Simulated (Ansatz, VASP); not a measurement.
One calculation of Ba, two programs

```
Ba
1.0
     3.53958    0.00000    0.00000
    -1.76979    3.06537    0.00000
     0.00000    0.00000    5.78069
Ba
2
Direct
  0.33333 0.66667 0.25000
  0.66667 0.33333 0.75000
```

Alike in both runs: task single point; functional PBEsol; k mesh 6 × 6 × 4; occupations gaussian, width 0.1 eV; no spin polarisation.

```csv
,VASP,Ansatz
version,VASP 6.6.1,Ansatz 0.2.0
potentials or method,"VASP PAW PBE potentials, release 64 (Ba_sv), cutoff 520 eV","scalar-relativistic, plane waves, PAW"
valence electrons in the cell,20,20
```

```csv
,VASP,Ansatz,Ansatz less VASP
gap on the k mesh at the Fermi level (eV),none,none,-
pressure (GPa),12.6,10.5,-2.10
"traceless stress, the component that is largest in VASP (GPa)",-3.57,-3.80,-0.230
```

VASP's potentials were made for PBE, not for PBEsol. A gap of «none» marks a metal or a gap that the smearing closes. With one functional, cell and mesh, what is left measures potentials, basis and numerics.

Neither program's run includes spin-orbit coupling.
